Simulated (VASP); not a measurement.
Write the native input for VASP 6.6.1 that does the following.

```
Task                   : single point
Functional             : PBE
Potentials or basis    : VASP PAW PBE potentials, release 64 (Sn_d, Se)
Cutoff                 : 520 eV
k mesh                 : 6 × 6 × 2
Occupations            : gaussian, width 0.01 eV
Spin                   : no spin polarisation
Dipole correction      : no
Further INCAR settings : ALGO = Normal; EDIFF = 1e-06; NBANDS = 20
```

The structure of SnSe2 lies in POSCAR:

```
SnSe2
1.0
    3.8251493298      0.0000000000      0.0000000000
   -1.9125746649      3.3126764929      0.0000000000
    0.0000000000      0.0000000000      6.1025374831
Sn Se
1 2
Direct
    0.0000000000      0.0000000000      0.0000000000
    0.3333333333      0.6666666667      0.2577190212
    0.6666666667      0.3333333333      0.7422809788
```

This cell differs from its parent crystal: uniaxial z strain -2.0%.

The input as run:

INCAR

```
SYSTEM = SnSe2
PREC = Accurate ; ENCUT = 520
EDIFF = 1E-6 ; ISMEAR = 0
SIGMA = 0.01 ; LREAL = .False.
LASPH = .True. ; NELM = 60
ALGO = Normal ; ISIF = 2
LWAVE = .False. ; LCHARG = .False.
GGA = PE ; NBANDS = 20
```

KPOINTS

```
regular mesh
0
Gamma
  6 6 2
  0 0 0
```

Potentials or basis: VASP PAW PBE potentials, release 64 (Sn_d, Se).

Run with:

```bash
$ cat potpaw_PBE.64/Sn_d/POTCAR potpaw_PBE.64/Se/POTCAR > POTCAR
$ mpirun -np 1 vasp_std > vasp.out
```

It gave:

```
Pressure               : 3.4 GPa
Largest force          : 0.262 eV/Å
Band gap on the k mesh : 0.78 eV, indirect (least direct gap 0.99 eV)
```

Caveat: the k points lie up to 0.51 Å⁻¹ apart; the cell differs from its parent crystal (uniaxial z strain -2.0%); spin-orbit coupling is left out, which moves the levels of the heavy elements; this functional lacks dispersion, which binds the layers, so the pressure and a relaxed spacing across them are unreliable.

Wall time 20 s on 1 thread of AMD EPYC 9R45 (Zen 5) (shared host), peak memory 0.16 GiB.
